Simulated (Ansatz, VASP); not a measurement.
## One calculation of BeTe, two programs

```
Be Te
1.0
     0.00000    2.88080    2.77000
     2.88080    0.00000    2.77000
     2.88080    2.88080    0.00000
Be Te
1 1
Direct
  0.00000 0.00000 0.00000
  0.75000 0.75000 0.75000
```

Change from the starting cell: strain +0.040 along x and y, +0.000 along z, atoms carried along.

Alike in both runs: task single point; functional r2SCAN; k mesh 8 × 8 × 8; occupations gaussian, width 0.05 eV; no spin polarisation.

|  | VASP | Ansatz |
| --- | --- | --- |
| version | VASP 6.6.1 | Ansatz 0.2.0 |
| potentials or method | VASP PAW PBE potentials, release 64 (Be, Te), cutoff 660 eV | scalar-relativistic, plane waves, PAW |
| valence electrons in the cell | 8 | 18 |

|  | VASP | Ansatz | Ansatz less VASP |
| --- | --- | --- | --- |
| gap on the k mesh at the Fermi level (eV) | 2.10 | 2.11 | +0.006 |
| least direct gap on the mesh (eV) | 3.87 | 3.88 | +0.009 |
| pressure (GPa) | -0.8 | -0.9 | -0.15 |
| traceless stress, the component that is largest in VASP (GPa) | 1.51 | 1.51 | +0.009 |

VASP's potentials were made for PBE, not for r2SCAN. VASP's potentials hold 8 valence electrons a cell and Ansatz's 18, so a difference there can come from the potentials and not from the codes.

Spin-orbit coupling is off throughout.
